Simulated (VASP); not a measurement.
CdS:

```
Cd S
1.0
     4.26117    0.00000    0.00000
    -2.13058    3.69028    0.00000
     0.00000    0.00000    5.80417
Cd S
1 1
Direct
  0.00000 0.00000 0.44269
  0.66667 0.33333 0.43431
```

| Quantity | Value |
| --- | --- |
| Program | VASP 6.6.1 |
| Task | relaxation of cell and atoms |
| Functional | PBE |
| Dispersion | D3(BJ) |
| Potentials or basis | VASP PAW PBE potentials, release 64 (Cd, S) |
| Cutoff | 600 eV |
| k mesh | 7 × 7 × 5 |
| Occupations | fermi-dirac, width 0.05 eV |
| Spin | no spin polarisation |

At the start: pressure -0.6 GPa; volume 45.64 Å³/atom.

Q: How do energy, volume and symmetry change on relaxing?

A: Over 59 steps the energy falls by 62.2 meV/atom and the volume is 28.09 Å³/atom (-38.4 %); space group P-6m2 (No. 187, to 0.1 Å) before, P3m1 (No. 156, to 0.1 Å).

The path:
```tsv
step	energy change (eV)	largest force (eV/Å)	pressure (GPa)	volume (Å³)
1	0.0000	0.0023	-0.64	91.27
3	-0.0034	0.0031	-0.06	89.70
5	-0.0095	0.0039	-0.06	87.49
7	-0.0428	0.0082	-0.11	77.57
9	-0.0858	0.0188	0.08	62.29
11	-0.0869	0.0178	0.03	63.30
13	-0.0878	0.0334	-0.17	64.78
15	-0.0880	0.0385	-0.06	64.85
17	-0.0883	0.0482	0.10	64.99
19	-0.0891	0.0566	0.11	65.29
21	-0.0925	0.0606	-0.03	66.47
23	-0.0930	0.0542	-0.10	66.64
25	-0.0949	0.0049	-0.67	66.90
27	-0.0975	0.0247	-0.71	66.17
29	-0.0981	0.0486	-0.75	65.71
31	-0.1021	0.0006	-0.06	64.28
33	-0.1047	0.0199	0.15	63.46
35	-0.1187	0.0680	0.31	59.50
37	-0.1192	0.0782	0.38	58.74
39	-0.1199	0.0481	-0.05	59.11
41	-0.1212	0.0314	-0.08	59.11
43	-0.1216	0.0124	-0.13	59.11
45	-0.1224	0.0343	0.23	58.10
47	-0.1230	0.0292	0.17	57.84
49	-0.1241	0.0071	-0.06	56.68
51	-0.1241	0.0089	-0.05	56.77
53	-0.1242	0.0127	0.04	56.46
55	-0.1242	0.0111	0.04	56.36
57	-0.1243	0.0022	-0.05	56.25
59	-0.1243	0.0000	-0.01	56.18
```

Final structure:
```yaml
crystal:
  lattice:
    - [4.10835, 0.00000, 0.00000]
    - [-2.05417, 3.55793, 0.00000]
    - [0.00000, 0.00000, 3.84320]
  atoms:
    - { symbol: Cd, position: [0.00000, 0.00000, 0.52974] }
    - { symbol: S, position: [0.66667, 0.33333, 0.34726] }
```

Caveat: the volume moved by over 15 % at a fixed basis, so the end points are rough.
